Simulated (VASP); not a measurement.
BaTiO3:

```
CELL_PARAMETERS angstrom
3.92567 0.00000 0.00000
0.00000 3.92567 0.00000
0.00000 0.00000 4.13748
ATOMIC_POSITIONS crystal
Ba 0.50000 0.50000 0.59128
Ti 0.00000 0.00000 0.10842
O 0.00000 0.50000 0.06024
O 0.50000 0.00000 0.06024
O 0.00000 0.00000 0.53981
```

This cell differs from its parent crystal: equal strain along all axes, cell held: -1.5 %.

| Quantity | Value |
| --- | --- |
| Program | VASP 6.6.1 |
| Task | relaxation of the atoms |
| Functional | PBE |
| Potentials or basis | VASP PAW PBE potentials, release 64 (Ba_sv, Ti_sv, O) |
| Cutoff | 520 eV |
| k mesh | 8 × 8 × 6 |
| Occupations | gaussian, width 0.02 eV |
| Spin | no spin polarisation |

At the start: pressure 9.7 GPa; volume 12.75 Å³/atom.

Question: Where does the relaxation end?

Answer: Over 7 steps the energy falls by 3.5 meV/atom; space group P4mm (No. 99, to 0.1 Å) before and after.

The path:
```csv
step,energy change (eV),largest force (eV/Å),pressure (GPa)
1,0.0000,0.7095,9.66
2,-0.0147,0.1817,7.94
3,-0.0153,0.1714,8.20
4,-0.0167,0.1048,8.16
5,-0.0176,0.0322,8.08
6,-0.0177,0.0099,8.06
7,-0.0177,0.0026,8.07
```

Final structure:
```yaml
crystal:
  lattice:
    - [3.92567, 0.00000, 0.00000]
    - [0.00000, 3.92567, 0.00000]
    - [0.00000, 0.00000, 4.13748]
  atoms:
    - { symbol: Ba, position: [0.50000, 0.50000, 0.58474] }
    - { symbol: Ti, position: [0.00000, 0.00000, 0.10346] }
    - { symbol: O, position: [0.00000, 0.50000, 0.06203] }
    - { symbol: O, position: [0.50000, 0.00000, 0.06203] }
    - { symbol: O, position: [0.00000, 0.00000, 0.54774] }
```

Caveat: the cell differs from its parent crystal (equal strain along all axes, cell held: -1.5 %).
